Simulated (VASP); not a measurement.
Set up this calculation in VASP 6.6.1, as the native input.

```
Task                   : single point
Functional             : r2SCAN
Potentials or basis    : VASP PAW PBE potentials, release 64 (Cd, S)
Cutoff                 : 520 eV
k mesh                 : 10 × 10 × 10
Occupations            : gaussian, width 0.05 eV
Spin                   : no spin polarisation
Dipole correction      : no
Further INCAR settings : ALGO = Normal; EDIFF = 1e-07; NBANDS = 16
```

CdS:

```
CELL_PARAMETERS angstrom
0.00000 2.81900 3.10090
2.81900 0.00000 3.10090
2.81900 2.81900 0.00000
ATOMIC_POSITIONS crystal
Cd 0.00000 0.00000 0.00000
S 0.75000 0.75000 0.75000
```

This cell differs from its parent crystal: ratio of the length along z to the lengths across it x 1.1, volume and fractional coordinates fixed.

These files were run (other wordings do the same):

POSCAR

```
CdS
1.0
    0.0000000000      2.8190022809      3.1009025090
    2.8190022809      0.0000000000      3.1009025090
    2.8190022809      2.8190022809      0.0000000000
Cd S
1 1
Direct
    0.0000000000      0.0000000000      0.0000000000
    0.7500000000      0.7500000000      0.7500000000
```

INCAR.step1

```
PREC = Accurate
ENCUT = 520
ISMEAR = 0
SIGMA = 0.05
LREAL = False
LASPH = True
NELM = 60
NBANDS = 16
GGA = PE
ALGO = Normal
EDIFF = 1E-4
LWAVE = True
LCHARG = False
```

INCAR.step2

```
PREC = Accurate
ENCUT = 520
EDIFF = 1E-7
ISMEAR = 0
SIGMA = 0.05
LREAL = False
LASPH = True
NELM = 60
ALGO = Normal
ISIF = 2
LWAVE = False
LCHARG = False
METAGGA = R2SCAN
LMIXTAU = True
NBANDS = 16
ISTART = 1
```

KPOINTS

```
regular mesh
0
Gamma
  10 10 10
```

Potentials or basis: VASP PAW PBE potentials, release 64 (Cd, S).

Command:

```bash
$ cat potpaw_PBE.64/Cd/POTCAR potpaw_PBE.64/S/POTCAR > POTCAR
$ cp INCAR.step1 INCAR
$ mpirun -np 1 vasp_std > vasp.out
$ cp INCAR.step2 INCAR
$ mpirun -np 1 vasp_std > vasp.out
```

Results of the run:

The pressure is 2.0 GPa. The band gap on the k mesh is 1.48 eV.

Caveat: the PAW data sets were made with another functional, which shifts forces and pressure a little.

Run time: 4.3 min on 1 thread of Intel Xeon 8259CL, with other jobs on the host, peak memory 0.23 GiB.
